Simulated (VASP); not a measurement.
# Te2Mo in VASP: single point with LDA

Aim: the single point of Te2Mo with LDA.

All numbers are computed with VASP 6.6.1; they aren't measurements. Logs are shortened: lines on timing, memory, paths and dates and some standing lists are left out, and cuts for length are marked.

## (1) The cell of the first run

The cell holds a slab with vacuum, 6 atoms: a = 6.276 Å, b = 3.350 Å, c = 32.887 Å, α = 90.00°, β = 89.96°, γ = 90.00°.

## (2) Single point, LDA (115.24 Å³/atom)

File INCAR:

```
SYSTEM = Te2Mo
  PREC = Accurate
  ENCUT = 520
  EDIFF = 1E-6
  ISMEAR = 0
  SIGMA = 0.1
  LREAL = .False.
  LASPH = .True.
  NELM = 80
  ALGO = Normal
  ISIF = 2
  LWAVE = .False.
  LCHARG = .False.
  NBANDS = 35
```

File KPOINTS:

```
regular mesh
0
Gamma
  6 10 1
  0 0 0
```

File POSCAR:

```
Te2Mo
1.0
    6.2763549700      0.0000000000      0.0097085842
    0.0000000000      3.3499605898      0.0000000000
   -0.0255283679      0.0000000000     32.8870774767
Te Mo
4 2
Direct
    0.0775747519      0.7500000000      0.4378251487
    0.9224252481      0.2500000000      0.5621748513
    0.5677463339      0.2500000000      0.4551704790
    0.4322536661      0.7500000000      0.5448295210
    0.8175023547      0.7500000000      0.5025493653
    0.1824976453      0.2500000000      0.4974506347
```

Potentials or basis: VASP PAW LDA potentials, release 64 (Te, Mo_sv).

Started as:

```bash
cat potpaw_LDA.64/Te/POTCAR potpaw_LDA.64/Mo_sv/POTCAR > POTCAR
mpirun -np 1 vasp_std > vasp.out
```

OUTCAR:

```text
SYSTEM = Te2Mo
   PREC = Accurate
   ENCUT = 520
   EDIFF = 1E-6
   ISMEAR = 0
   LREAL = .False.
   LASPH = .True.
   NELM = 80
   ISIF = 2

 ion  position               nearest neighbor table
   1  0.078  0.750  0.438-   6 2.66   6 2.66   5 2.68   3 3.55   3 3.55   3 3.66   3 3.66
   2  0.922  0.250  0.562-   5 2.66   5 2.66   6 2.68   4 3.55   4 3.55   4 3.66   4 3.66
   3  0.568  0.250  0.455-   5 2.77   5 2.77   6 2.79   4 3.50   4 3.50   1 3.55   1 3.55   1 3.66
                             1 3.66
   4  0.432  0.750  0.545-   6 2.77   6 2.77   5 2.79   3 3.50   3 3.50   2 3.55   2 3.55   2 3.66
                             2 3.66
   5  0.818  0.750  0.503-   2 2.66   2 2.66   1 2.68   3 2.77   3 2.77   4 2.79   6 2.84   6 2.84

   6  0.182  0.250  0.497-   1 2.66   1 2.66   2 2.68   4 2.77   4 2.77   3 2.79   5 2.84   5 2.84

  LATTYP: Found a simple monoclinic cell.
 ALAT       =     6.2763624789
 B/A-ratio  =     0.5337423709
 C/A-ratio  =     5.2398323863
 COS(beta)  =    -0.0007706064

  Lattice vectors:

 A1 = (   6.2763549700,   0.0000000000,   0.0097085842)
 A2 = (   0.0000000000,  -3.3499605898,   0.0000000000)
 A3 = (   0.0255283679,   0.0000000000, -32.8870774767)

Analysis of symmetry for initial positions (statically):
=====================================================================
 Subroutine PRICEL returns:
 Original cell was already a primitive cell.

 Routine SETGRP: Setting up the symmetry group for a
 simple monoclinic supercell.

 Subroutine GETGRP returns: Found  4 space group operations
 (whereof  2 operations were pure point group operations)
 out of a pool of  4 trial point group operations.

The static configuration has the point symmetry S_2 .
 The point group associated with its full space group is C_2h.

Analysis of symmetry for dynamics (positions and initial velocities):
=====================================================================
 Subroutine PRICEL returns:
 Original cell was already a primitive cell.

 Routine SETGRP: Setting up the symmetry group for a
 simple monoclinic supercell.

 Subroutine GETGRP returns: Found  4 space group operations
 (whereof  2 operations were pure point group operations)
 out of a pool of  4 trial point group operations.

The dynamic configuration has the point symmetry S_2 .
 The point group associated with its full space group is C_2h.

 Subroutine INISYM returns: Found  4 space group operations
 (whereof  2 operations are pure point group operations),
 and found     1 'primitive' translations

----------------------------------------------------------------------------------------

                                     Primitive cell

  volume of cell :     691.4695

  direct lattice vectors                    reciprocal lattice vectors
     6.276354970  0.000000000  0.009708584     0.159327955  0.000000000  0.000123677
     0.000000000  3.349960590  0.000000000     0.000000000  0.298510974  0.000000000
    -0.025528368  0.000000000 32.887077477    -0.000047035  0.000000000  0.030407044

  length of vectors
     6.276362479  3.349960590 32.887087385     0.159328003  0.298510974  0.030407080

  position of ions in fractional coordinates (direct lattice)
     0.077574752  0.750000000  0.437825149
     0.922425248  0.250000000  0.562174851
     0.567746334  0.250000000  0.455170479
     0.432253666  0.750000000  0.544829521
     0.817502355  0.750000000  0.502549365
     0.182497645  0.250000000  0.497450635

  ion indices of the primitive-cell ions
   primitive index   ion index
                 1           1
                 2           2
                 3           3
                 4           4
                 5           5
                 6           6

----------------------------------------------------------------------------------------

 KPOINTS: regular mesh

Automatic generation of k-mesh.
 Grid dimensions read from file:
 generate k-points for:    6   10    1

 Generating k-lattice:

  Cartesian coordinates                     Fractional coordinates (reciprocal lattice)
     0.026554659  0.000000000  0.000020613     0.166666667  0.000000000  0.000000000
     0.000000000  0.029851097  0.000000000     0.000000000  0.100000000  0.000000000
    -0.000047035  0.000000000  0.030407044    -0.000000000  0.000000000  1.000000000

  Length of vectors
     0.026554667  0.029851097  0.030407080

  Shift w.r.t. Gamma in fractional coordinates (k-lattice)
     0.000000000  0.000000000  0.000000000

 Subroutine IBZKPT returns following result:
 ===========================================

 Found     24 irreducible k-points:

 Following reciprocal coordinates:
            Coordinates               Weight
  0.000000  0.000000  0.000000      1.000000
  0.166667  0.000000  0.000000      2.000000
  0.333333  0.000000 -0.000000      2.000000
  0.500000  0.000000 -0.000000      1.000000
  0.000000  0.100000  0.000000      2.000000
  0.166667  0.100000  0.000000      4.000000
[... 16 lines left out ...]
  0.333333  0.500000 -0.000000      2.000000
  0.500000  0.500000 -0.000000      1.000000
   k-points           NKPTS =     24   k-points in BZ     NKDIM =     24   number of bands    NBANDS=     35
   number of dos      NEDOS =    301   number of ions     NIONS =      6
   total plane-waves  NPLWV = 336000
   dimension x,y,z NGX =    48 NGY =   28 NGZ =  250
   dimension x,y,z NGXF=    96 NGYF=   56 NGZF=  500
   ions per type =               4   2
   NGX,Y,Z   is equivalent  to a cutoff of  12.71, 13.90, 12.64 a.u.
   NGXF,Y,Z  is equivalent  to a cutoff of  25.43, 27.79, 25.28 a.u.
 SYSTEM =  Te2Mo
   PREC   = accura    normal or accurate (medium, high low for compatibility)
   ISTART =      0    job   : 0-new  1-cont  2-samecut
   ICHARG =      2    charge: 1-file 2-atom 10-const
   ISPIN  =      1    spin polarized calculation?
   LNONCOLLINEAR =      F non collinear calculations
   LSORBIT =      F    spin-orbit coupling
   LASPH  =      T    aspherical Exc in radial PAW
   ENCUT  =  520.0 eV  38.22 Ry    6.18 a.u.  11.67  6.23 61.15*2*pi/ulx,y,z
   NELM   =     80;   NELMIN=  2; NELMDL= -5     # of ELM steps
   EDIFF  = 0.1E-05   stopping-criterion for ELM
   LREAL  =      F    real-space projection
   EDIFFG = 0.1E-04   stopping-criterion for IOM
   NSW    =      0    number of steps for IOM
   IBRION =     -1    ionic relax: 0-MD 1-quasi-New 2-CG
   NFREE  =      0    steps in history (QN), initial steepest desc. (CG)
   ISIF   =      2    stress and relaxation
   ISYM   =      2    0-nonsym 1-usesym 2-fastsym
   POTIM  = 0.5000    time-step for ionic-motion
   TEBEG  =    0.0;   TEEND  =   0.0 temperature during run
   PSTRESS=    0.0 pullay stress
   NELECT =      52.0000    total number of electrons
   NUPDOWN=      -1.0000    fix difference up-down
   EMIN   =  10.00;   EMAX   =-10.00  energy-range for DOS
   EFERMI =   0.00;   METHOD = LEGACY
   ISMEAR =     0;   SIGMA  =   0.10  broadening in eV -4-tet -1-fermi 0-gaus
   EFERMI_NEDOS =   21; number of points for ismear=-14 and -15
   IALGO  =     38    algorithm
   IMIX   =      4    mixing-type and parameters
     AMIX     =   0.40;   BMIX     =  1.00
     AMIX_MAG =   1.60;   BMIX_MAG =  1.00
  volume/ion in A,a.u.               =     115.24       777.71
  Fermi-wavevector in a.u.,A,eV,Ry     =   0.691011  1.305821  6.496730  0.477496
  Thomas-Fermi vector in A             =   1.772541
   LORBIT       =      0    0 simple, 1 ext, 2 COOP (PROOUT), +10 PAW based schemes
   GGA     = CA    functional components
   LHFCALC =     F    Hartree Fock is set to
   AEXX    =    0.0000 exact exchange contribution
   IVDW    =     0    specifies the selected vdW correction
   LEPSILON=     F    determine dielectric tensor
   LRPA    =     F    only Hartree local field effects (RPA)
 non-spin polarized calculation
 Gauss-broadening in eV      SIGMA  =   0.10
  energy-cutoff  :      520.00
  volume of cell :      691.47
 maximum number of plane-waves:     18692
 NGX is ok and might be reduce to    48
   NGX = 23   NGY = 13   NGZ =123

 number of electron      52.0000004 magnetization

 Free energy of the ion-electron system (eV)
  ---------------------------------------------------
  ext. energy  EPLUGINS =         0.00000000
  ---------------------------------------------------
  free energy    TOTEN  =       -40.85453429 eV

  energy without entropy =      -40.84761728  energy(sigma->0) =      -40.85107579

 E-fermi :  -1.8969     XC(G=0):  -2.6450

 val. band max:       -1.8986687312   @ k =   0.0000   0.1000   0.0000
 cond. band min:      -1.8806712936   @ k =   0.3333   0.0000  -0.0000
 fundamental gap:      0.0179974376
 Fermi energy:        -1.8968550007

 k-point     1 :       0.0000    0.0000    0.0000
  band No.  band energies     occupation
      1     -62.5743      2.00000
      2     -62.4999      2.00000
      3     -37.0602      2.00000
      4     -36.9411      2.00000
      5     -36.9344      2.00000
      6     -36.7981      2.00000
[... 27 lines left out ...]
     34       1.8006      0.00000
     35       2.0426      0.00000

 k-point     2 :       0.1667    0.0000    0.0000
  band No.  band energies     occupation
      1     -62.5742      2.00000
      2     -62.5000      2.00000
      3     -37.0576      2.00000
      4     -36.9409      2.00000
      5     -36.9341      2.00000
      6     -36.7986      2.00000
[... 27 lines left out ...]
     34       1.9019      0.00000
     35       2.1275      0.00000

 k-point     3 :       0.3333    0.0000   -0.0000
  band No.  band energies     occupation
      1     -62.5740      2.00000
      2     -62.5002      2.00000
      3     -37.0521      2.00000
      4     -36.9407      2.00000
      5     -36.9337      2.00000
      6     -36.7995      2.00000
[... 27 lines left out ...]
     34       2.0172      0.00000
     35       2.3638      0.00000

 k-point     4 :       0.5000    0.0000   -0.0000
  band No.  band energies     occupation
      1     -62.5739      2.00000
      2     -62.5003      2.00000
      3     -37.0493      2.00000
      4     -36.9405      2.00000
      5     -36.9334      2.00000
      6     -36.8000      2.00000
[... 27 lines left out ...]
     34       2.0579      0.00000
     35       2.6016      0.00000

 k-point     5 :       0.0000    0.1000    0.0000
  band No.  band energies     occupation
      1     -62.5715      2.00000
      2     -62.5008      2.00000
      3     -37.0587      2.00000
      4     -36.9571      2.00000
      5     -36.9328      2.00000
      6     -36.8046      2.00000
[... 638 lines left out ...]
 k-point    22 :       0.1667    0.5000    0.0000
  band No.  band energies     occupation
      1     -62.5272      2.00000
      2     -62.5272      2.00000
      3     -37.1059      2.00000
      4     -37.1059      2.00000
      5     -36.8714      2.00000
      6     -36.8714      2.00000
[... 27 lines left out ...]
     34       1.7886      0.00000
     35       3.2328      0.00000

 k-point    23 :       0.3333    0.5000   -0.0000
  band No.  band energies     occupation
      1     -62.5272      2.00000
      2     -62.5272      2.00000
      3     -37.1083      2.00000
      4     -37.1083      2.00000
      5     -36.8711      2.00000
      6     -36.8711      2.00000
[... 27 lines left out ...]
     34       1.6775      0.00000
     35       2.9613      0.00000

 k-point    24 :       0.5000    0.5000   -0.0000
  band No.  band energies     occupation
      1     -62.5272      2.00000
      2     -62.5272      2.00000
      3     -37.1094      2.00000
      4     -37.1094      2.00000
      5     -36.8709      2.00000
      6     -36.8709      2.00000
[... 27 lines left out ...]
     34       1.6571      0.00000
     35       2.7239      0.00000

------------------------ aborting loop because EDIFF is reached ----------------------------------------

  FORCE on cell =-STRESS in cart. coord.  units (eV):
  Direction    XX          YY          ZZ          XY          YZ          ZX
  --------------------------------------------------------------------------------------
  -------------------------------------------------------------------------------------
  Total        0.2993200      0.1793504      0.3111310      0.0000000      0.0000000     -0.0171808
  in kB        0.6935429      0.4155659      0.7209096      0.0000000      0.0000000     -0.0398089
  external PRESSURE =       0.6100061 kB  Pullay stress =       0.0000000 kB

 VOLUME and BASIS-vectors are now :
 -----------------------------------------------------------------------------
  energy-cutoff  :      520.00
  volume of cell :      691.47
      direct lattice vectors                 reciprocal lattice vectors
     6.276354970  0.000000000  0.009708584     0.159327955  0.000000000  0.000123677
     0.000000000  3.349960590  0.000000000     0.000000000  0.298510974  0.000000000
    -0.025528368  0.000000000 32.887077477    -0.000047035  0.000000000  0.030407044

 POSITION                                       TOTAL-FORCE (eV/Angst)
 -----------------------------------------------------------------------------------
      0.47571      2.51247     14.39954         0.000383     -0.000000     -0.055011
      5.77512      0.83749     18.49724        -0.000383      0.000000      0.055011
      3.55176      0.83749     14.97474         0.004047     -0.000000     -0.038558
      2.69907      2.51247     17.92205        -0.004047      0.000000      0.038558
      5.11811      2.51247     16.53532        -0.025454      0.000000     -0.003065
      1.13272      0.83749     16.36147         0.025454      0.000000      0.003065
 -----------------------------------------------------------------------------------
    total drift:                                0.000000     -0.000000     -0.000000

  FREE ENERGIE OF THE ION-ELECTRON SYSTEM (eV)
  ---------------------------------------------------
  free  energy   TOTEN  =       -40.8545342944 eV

  energy  without entropy=      -40.8476172805  energy(sigma->0) =      -40.85107579
```

Wall time 13 min (1 thread of Intel Xeon 6975P-C (Granite Rapids), shared host); peak memory 0.82 GiB.

What came out:

| Item | Value |
| --- | --- |
| Free energy | -40.8545 eV |
| Largest force | 0.055 eV/Å |
| Band gap on the k mesh | zero (bands 26 and 27 overlap by 0.56 eV) |

Forces in eV/Å, atoms in the order of the input:
```
Te   0.000  0.000 -0.055
Te   0.000  0.000  0.055
Te   0.004  0.000 -0.039
Te  -0.004  0.000  0.039
Mo  -0.025  0.000 -0.003
Mo   0.025  0.000  0.003
```

Caveat: there is no dipole correction, which matters where the two faces differ; spin-orbit coupling is left out, which moves the levels of the heavy elements.
